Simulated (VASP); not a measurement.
# BW5 (F-43m) in VASP: notebook, part 2 of 2

VASP 6.6.1. The steps go on from the part before.

### Step 4. Single point, PBE

Contents of INCAR:

```
SYSTEM = BW5
PREC     = Accurate       ! precision mode
ENCUT    = 520            ! plane-wave cutoff, eV
EDIFF    = 1E-7           ! SCF threshold, eV
ISMEAR   = 0              ! smearing method
SIGMA    = 0.1            ! smearing width, eV
LREAL    = .False.        ! projectors in reciprocal space
LASPH    = .True.         ! aspherical terms in the spheres
NELM     = 100            ! most SCF steps
ALGO     = Normal         ! electronic algorithm
ISIF     = 2              ! what is computed and relaxed
LWAVE    = .False.        ! write WAVECAR
LCHARG   = .False.        ! write CHGCAR
GGA      = PE             ! functional
NBANDS   = 46             ! bands
```

Contents of KPOINTS:

```
regular mesh
0
Gamma
  4 4 4
  0 0 0
```

Contents of POSCAR:

```
BW5
1.0
    0.0000000000      3.6591523461      3.6591523461
    3.6591523461      0.0000000000      3.6591523461
    3.6591523461      3.6591523461      0.0000000000
B W
1 5
Direct
    0.0000000000      0.0000000000      0.0000000000
    0.2500000000      0.2500000000      0.2500000000
    0.6255042038      0.1234873886      0.6255042038
    0.6255042038      0.6255042038      0.1234873886
    0.6255042038      0.6255042038      0.6255042038
    0.1234873886      0.6255042038      0.6255042038
```

Potentials or basis: VASP PAW PBE potentials, release 64 (B, W_sv).

The run is started by

```bash
cat potpaw_PBE.64/B/POTCAR potpaw_PBE.64/W_sv/POTCAR > POTCAR
mpirun -np 1 vasp_std > vasp.out
```

OUTCAR:

```text
SYSTEM = BW5
   PREC = Accurate
   ENCUT = 520
   EDIFF = 1E-7
   ISMEAR = 0
   LREAL = .False.
   LASPH = .True.
   NELM = 100
   ISIF = 2
   GGA = PE

 ion  position               nearest neighbor table
   1  0.000  0.000  0.000-
   2  0.250  0.250  0.250-   3 3.04   4 3.04   6 3.04   5 3.04   5 3.04   5 3.04   4 3.04   3 3.04
                             6 3.04   3 3.04   4 3.04   6 3.04
   3  0.626  0.123  0.626-   4 2.58   5 2.58   6 2.58   4 2.60   5 2.60   6 2.60   2 3.04   2 3.04
                             2 3.04
   4  0.626  0.626  0.123-   3 2.58   5 2.58   6 2.58   5 2.60   3 2.60   6 2.60   2 3.04   2 3.04
                             2 3.04
[... 585 lines left out ...]
  Total        0.4966758      0.4966758      0.4966758      0.0000000      0.0000000      0.0000000
  in kB        8.1210488      8.1210488      8.1210488      0.0000000      0.0000000      0.0000000
  external PRESSURE =       8.1210488 kB  Pullay stress =       0.0000000 kB

 VOLUME and BASIS-vectors are now :
 -----------------------------------------------------------------------------
  energy-cutoff  :      520.00
  volume of cell :       97.99
      direct lattice vectors                 reciprocal lattice vectors
     0.000000000  3.659152346  3.659152346    -0.136643668  0.136643668  0.136643668
     3.659152346  0.000000000  3.659152346     0.136643668 -0.136643668  0.136643668
     3.659152346  3.659152346  0.000000000     0.136643668  0.136643668 -0.136643668

 POSITION                                       TOTAL-FORCE (eV/Angst)
 -----------------------------------------------------------------------------------
      0.00000      0.00000      0.00000         0.000000      0.000000     -0.000000
      1.82958      1.82958      1.82958         0.000000      0.000000     -0.000000
      2.74067      4.57763      2.74067         0.010695     -0.010695      0.010695
      2.74067      2.74067      4.57763         0.010695      0.010695     -0.010695
      4.57763      4.57763      4.57763        -0.010695     -0.010695     -0.010695
      4.57763      2.74067      2.74067        -0.010695      0.010695      0.010695
 -----------------------------------------------------------------------------------
    total drift:                                0.000000      0.000000      0.000000

  FREE ENERGIE OF THE ION-ELECTRON SYSTEM (eV)
  ---------------------------------------------------
  free  energy   TOTEN  =       -64.7596104265 eV

  energy  without entropy=      -64.7279122257  energy(sigma->0) =      -64.74376133
```

OSZICAR:

```text
N       E                     dE             d eps       ncg     rms          rms(c)
DAV:   1     0.974257456806E+03    0.97426E+03   -0.42520E+04   736   0.181E+03
DAV:   2    -0.681588698289E+01   -0.98107E+03   -0.95841E+03   748   0.583E+02
DAV:   3    -0.659314548856E+02   -0.59116E+02   -0.56793E+02   872   0.135E+02
DAV:   4    -0.679518112028E+02   -0.20204E+01   -0.19868E+01   920   0.223E+01
DAV:   5    -0.679944666716E+02   -0.42655E-01   -0.42515E-01   904   0.336E+00    0.455E+01
DAV:   6    -0.658132869763E+02    0.21812E+01   -0.11447E+01   928   0.164E+01    0.209E+01
DAV:   7    -0.659186236339E+02   -0.10534E+00   -0.15581E+01   960   0.162E+01    0.906E+00
DAV:   8    -0.647788822151E+02    0.11397E+01   -0.28218E+00   920   0.689E+00    0.135E+00
DAV:   9    -0.647628330484E+02    0.16049E-01   -0.13693E-01   928   0.217E+00    0.764E-01
DAV:  10    -0.647611233514E+02    0.17097E-02   -0.21203E-02  1052   0.914E-01    0.365E-01
DAV:  11    -0.647597202522E+02    0.14031E-02   -0.49867E-03   938   0.448E-01    0.133E-01
DAV:  12    -0.647596265006E+02    0.93752E-04   -0.46262E-04   934   0.125E-01    0.779E-02
DAV:  13    -0.647596142462E+02    0.12254E-04   -0.42558E-05  1068   0.347E-02    0.248E-02
DAV:  14    -0.647596109583E+02    0.32879E-05   -0.44411E-06   962   0.130E-02    0.450E-03
DAV:  15    -0.647596106660E+02    0.29230E-06   -0.55430E-07   812   0.414E-03    0.192E-03
DAV:  16    -0.647596104500E+02    0.21602E-06   -0.61067E-08   494   0.161E-03    0.500E-04
DAV:  17    -0.647596104265E+02    0.23509E-07   -0.16705E-08   494   0.110E-03
   1 F= -.64759610E+02 E0= -.64743761E+02  d E =-.316982E-01
```

Run time: 60 s. Hardware: 1 thread of Intel Xeon Platinum 8259CL at 2.50GHz (Skylake/Cascade Lake), shared host; peak memory 0.24 GiB.

Results:

```yaml
Free_energy: -64.7596 eV
Pressure: 0.8 GPa
Largest_force: 0.019 eV/Å
```

Forces on the atoms (eV/Å):
```
B    0.000  0.000  0.000
W    0.000  0.000  0.000
W    0.011 -0.011  0.011
W    0.011  0.011 -0.011
W   -0.011 -0.011 -0.011
W   -0.011  0.011  0.011
```

Caveat: the k points lie up to 0.37 Å⁻¹ apart; spin-orbit coupling is left out, which moves the levels of the heavy elements.

### Step 5. Relaxation of cell and atoms, PBE

This run uses another cell than the first one, of 14.77 Å³/atom, 0.903 times its volume.

Contents of INCAR:

```
SYSTEM = BW5
PREC     = Accurate       ! precision mode
ENCUT    = 600            ! plane-wave cutoff, eV
EDIFF    = 1E-6           ! SCF threshold, eV
ISMEAR   = 0              ! smearing method
SIGMA    = 0.1            ! smearing width, eV
LREAL    = .FALSE.        ! projectors in reciprocal space
LASPH    = .TRUE.         ! aspherical terms in the spheres
NELM     = 100            ! most SCF steps
ALGO     = Normal         ! electronic algorithm
ISIF     = 3              ! what is computed and relaxed
LWAVE    = .FALSE.        ! write WAVECAR
LCHARG   = .FALSE.        ! write CHGCAR
GGA      = PE             ! functional
IBRION   = 2              ! ionic algorithm
NSW      = 90             ! ionic steps
EDIFFG   = -0.04          ! ionic threshold
```

Contents of KPOINTS:

```
regular mesh
0
G
  4 4 4
  0 0 0
```

Contents of POSCAR:

```
BW5
1.0
    0.0000000000      3.5384214100      3.5384214100
    3.5384214100      0.0000000000      3.5384214100
    3.5384214100      3.5384214100      0.0000000000
B W
1 5
Direct
    0.0000000000      0.0000000000      0.0000000000
    0.2500000000      0.2500000000      0.2500000000
    0.6237722100      0.1286833600      0.6237722100
    0.6237722100      0.6237722100      0.1286833600
    0.6237722100      0.6237722100      0.6237722100
    0.1286833600      0.6237722100      0.6237722100
```

The run is started by

```bash
cat potpaw_PBE.64/B/POTCAR potpaw_PBE.64/W_sv/POTCAR > POTCAR
mpirun -np 1 vasp_std > vasp.out
```

Run time: 5.7 min. Hardware: 1 thread of Intel Xeon Platinum 8259CL at 2.50GHz (Skylake/Cascade Lake), shared host; peak memory 0.26 GiB.

The run converged. Its results:

```
Free energy                            : -64.7585 eV
Relaxed volume                         : 16.39 Å³/atom
Relaxed cell                           : a = 5.181 Å, b = 5.181 Å, c = 5.181 Å, α = 60.00°, β = 60.00°, γ = 60.00°
Space group after relaxing (to 0.05 Å) : F-43m (No. 216)
Energy gained by relaxing              : 155.3 meV/atom
Ionic steps                            : 10
Pressure after relaxing                : 0.0 GPa
Largest force after relaxing           : 0.007 eV/Å
```

Forces on the atoms (eV/Å):
```
B    0.000  0.000  0.000
W    0.000  0.000  0.000
W    0.004 -0.004  0.004
W    0.004  0.004 -0.004
W   -0.004 -0.004 -0.004
W   -0.004  0.004  0.004
```

The path:
```
step  energy change (eV)  largest force (eV/Å)  pressure (GPa)  volume (Å³)
   1              0.0000                2.0320           31.04        88.61
   2              3.9495                0.8915          -34.23       130.59
   3             -0.8950                0.9668           -2.06        99.28
   4             -0.9105                0.8287            0.56        98.14
   5             -0.9111                0.7921            1.24        97.86
   6             -0.8676                1.1680           -3.55        99.97
   7             -0.9312                0.0620           -0.65        98.60
   8             -0.9312                0.0757           -0.63        98.59
   9             -0.9303                0.1022            1.02        97.91
  10             -0.9319                0.0072            0.04        98.32
```

Final structure:
```yaml
crystal:
  lattice:
    - [0.00000, 3.66333, 3.66333]
    - [3.66333, 0.00000, 3.66333]
    - [3.66333, 3.66333, 0.00000]
  atoms:
    - { symbol: B, position: [0.00000, 0.00000, 0.00000] }
    - { symbol: W, position: [0.25000, 0.25000, 0.25000] }
    - { symbol: W, position: [0.62549, 0.12353, 0.62549] }
    - { symbol: W, position: [0.62549, 0.62549, 0.12353] }
    - { symbol: W, position: [0.62549, 0.62549, 0.62549] }
    - { symbol: W, position: [0.12353, 0.62549, 0.62549] }
```

Levels at points of the mesh, in eV from the Fermi level:
```tsv
k point	band 32	band 33	band 34	band 35	band 36	band 37	band 38	band 39	band 40	band 41
(0.00, 0.00, 0.00)	-0.96	-0.96	-0.96	-0.95	-0.95	1.84	1.84	1.84	2.52	2.52
(0.50, 0.00, 0.00)	-1.96	-1.91	-1.46	-1.12	-1.12	-0.01	1.16	1.16	1.56	1.72
(0.50, 0.50, 0.00)	-1.89	-1.78	-1.32	-1.32	-0.64	-0.64	-0.29	0.54	1.13	1.73
```

Caveat: the k points lie up to 0.37 Å⁻¹ apart in the final cell; spin-orbit coupling is left out, which moves the levels of the heavy elements.

### Step 6. Single point, PBE

This run uses another cell than the first one, of 14.77 Å³/atom, 0.903 times its volume.

Contents of INCAR:

```
  PREC = Accurate
  ENCUT = 520
  EDIFF = 1E-7
  ISMEAR = 0
  SIGMA = 0.1
  LREAL = F
  LASPH = T
  NELM = 60
  ALGO = Normal
  ISIF = 2
  LWAVE = F
  LCHARG = F
  GGA = PE
  NBANDS = 46
```

Contents of KPOINTS:

```
Automatic mesh
0
Gamma
  4 4 4
```

POSCAR is that of step 5.

Potentials or basis: VASP PAW PBE potentials, release 64 (B, W_sv).

The run is started by

```bash
cat potpaw_PBE.64/B/POTCAR potpaw_PBE.64/W_sv/POTCAR > POTCAR
mpirun -np 1 vasp_std > vasp.out
```

OUTCAR:

```text
PREC = Accurate
   ENCUT = 520
   EDIFF = 1E-7
   ISMEAR = 0
   LREAL = F
   LASPH = T
   NELM = 60
   ISIF = 2
   GGA = PE

 ion  position               nearest neighbor table
   1  0.000  0.000  0.000-
   2  0.250  0.250  0.250-   3 2.93   4 2.93   6 2.93   5 2.93   5 2.93   5 2.93   3 2.93   6 2.93
                             6 2.93   3 2.93   4 2.93   4 2.93
   3  0.624  0.129  0.624-   4 2.48   5 2.48   6 2.48   6 2.53   4 2.53   5 2.53   2 2.93   2 2.93
                             2 2.93
   4  0.624  0.624  0.129-   3 2.48   5 2.48   6 2.48   3 2.53   6 2.53   5 2.53   2 2.93   2 2.93
                             2 2.93
   5  0.624  0.624  0.624-   3 2.48   4 2.48   6 2.48   6 2.53   3 2.53   4 2.53   2 2.93   2 2.93
[... 584 lines left out ...]
  Total       17.1420842     17.1420842     17.1420842      0.0000000      0.0000000      0.0000000
  in kB      309.9670637    309.9670637    309.9670637      0.0000000      0.0000000      0.0000000
  external PRESSURE =     309.9670637 kB  Pullay stress =       0.0000000 kB

 VOLUME and BASIS-vectors are now :
 -----------------------------------------------------------------------------
  energy-cutoff  :      520.00
  volume of cell :       88.61
      direct lattice vectors                 reciprocal lattice vectors
     0.000000000  3.538421410  3.538421410    -0.141305950  0.141305950  0.141305950
     3.538421410  0.000000000  3.538421410     0.141305950 -0.141305950  0.141305950
     3.538421410  3.538421410  0.000000000     0.141305950  0.141305950 -0.141305950

 POSITION                                       TOTAL-FORCE (eV/Angst)
 -----------------------------------------------------------------------------------
      0.00000      0.00000      0.00000        -0.000000      0.000000      0.000000
      1.76921      1.76921      1.76921        -0.000000      0.000000      0.000000
      2.66250      4.41434      2.66250        -1.173179      1.173179     -1.173179
      2.66250      2.66250      4.41434        -1.173179     -1.173179      1.173179
      4.41434      4.41434      4.41434         1.173179      1.173179      1.173179
      4.41434      2.66250      2.66250         1.173179     -1.173179     -1.173179
 -----------------------------------------------------------------------------------
    total drift:                                0.000074      0.000074      0.000074

  FREE ENERGIE OF THE ION-ELECTRON SYSTEM (eV)
  ---------------------------------------------------
  free  energy   TOTEN  =       -63.8257858996 eV

  energy  without entropy=      -63.8015807328  energy(sigma->0) =      -63.81368332
```

OSZICAR:

```text
N       E                     dE             d eps       ncg     rms          rms(c)
DAV:   1     0.100376316639E+04    0.10038E+04   -0.42149E+04   736   0.184E+03
DAV:   2    -0.293409641357E+01   -0.10067E+04   -0.98474E+03   742   0.598E+02
DAV:   3    -0.649148633340E+02   -0.61981E+02   -0.59688E+02   862   0.139E+02
DAV:   4    -0.667279232549E+02   -0.18131E+01   -0.17908E+01   880   0.224E+01
DAV:   5    -0.667634491420E+02   -0.35526E-01   -0.35483E-01   900   0.326E+00    0.546E+01
DAV:   6    -0.647280419513E+02    0.20354E+01   -0.95221E+00   904   0.167E+01    0.266E+01
DAV:   7    -0.648524661859E+02   -0.12442E+00   -0.12726E+01   930   0.190E+01    0.956E+00
DAV:   8    -0.638360836006E+02    0.10164E+01   -0.27488E+00   938   0.756E+00    0.131E+00
DAV:   9    -0.638283529219E+02    0.77307E-02   -0.11570E-01   912   0.204E+00    0.575E-01
DAV:  10    -0.638268967542E+02    0.14562E-02   -0.16827E-02  1022   0.929E-01    0.323E-01
DAV:  11    -0.638257826625E+02    0.11141E-02   -0.56401E-03   938   0.560E-01    0.101E-01
DAV:  12    -0.638257944286E+02   -0.11766E-04   -0.21232E-04   866   0.768E-02    0.723E-02
DAV:  13    -0.638257865683E+02    0.78602E-05   -0.23147E-05   890   0.334E-02    0.223E-02
DAV:  14    -0.638257871557E+02   -0.58734E-06   -0.41868E-06   924   0.134E-02    0.118E-02
DAV:  15    -0.638257858868E+02    0.12689E-05   -0.25923E-06   920   0.125E-02    0.522E-03
DAV:  16    -0.638257858996E+02   -0.12777E-07   -0.92085E-08   540   0.181E-03
   1 F= -.63825786E+02 E0= -.63813683E+02  d E =-.242052E-01
```

Wall time 54 s (1 thread of Intel Xeon 6975P-C, shared host); peak memory 0.24 GiB.

What came out:

```yaml
Free_energy: -63.8258 eV
Pressure: 31.0 GPa
Largest_force: 2.032 eV/Å
```

Forces in eV/Å, atoms in the order of the input:
```
B    0.000  0.000  0.000
W    0.000  0.000  0.000
W   -1.173  1.173 -1.173
W   -1.173 -1.173  1.173
W    1.173  1.173  1.173
W    1.173 -1.173 -1.173
```

Caveat: the k points lie up to 0.38 Å⁻¹ apart; spin-orbit coupling is left out, which moves the levels of the heavy elements; forces of over 1 eV/Å act on the atoms, so gaps and moduli don't describe the material at rest.

### Step 7. Summary

```csv
task,cell,k mesh,cutoff (eV),gap on the mesh (eV),pressure (GPa),relaxed volume (Å³/atom),largest force (eV/Å)
single point,"a = 5.177 Å, angles 60.0°, 6 atoms",10 × 10 × 10,520,none,0.7,-,0.01
relaxation of cell and atoms,"relaxed from a = 5.175 Å, angles 60.0°, 6 atoms",10 × 10 × 10,600,none,0.0,16.40,-
single point,"a = 5.175 Å, angles 60.0°, 6 atoms",4 × 4 × 4,520,none,0.8,-,0.02
relaxation of cell and atoms,"relaxed from a = 5.004 Å, angles 60.0°, 6 atoms",4 × 4 × 4,600,none,0.0,16.39,0.01
single point,"a = 5.004 Å, angles 60.0°, 6 atoms",4 × 4 × 4,520,none,31.0,-,2.03
```

Alike in all rows: level PBE; potentials or basis VASP PAW PBE potentials, release 64 (B, W_sv); no spin polarisation; smearing gaussian 0.1 eV.

Caveats: some runs use coarse meshes; spin-orbit coupling is left out, which moves the levels of the heavy elements; forces of over 1 eV/Å act on the atoms, so gaps and moduli don't describe the material at rest (some runs).

Absolute energies hang on the potentials; compare differences alone.
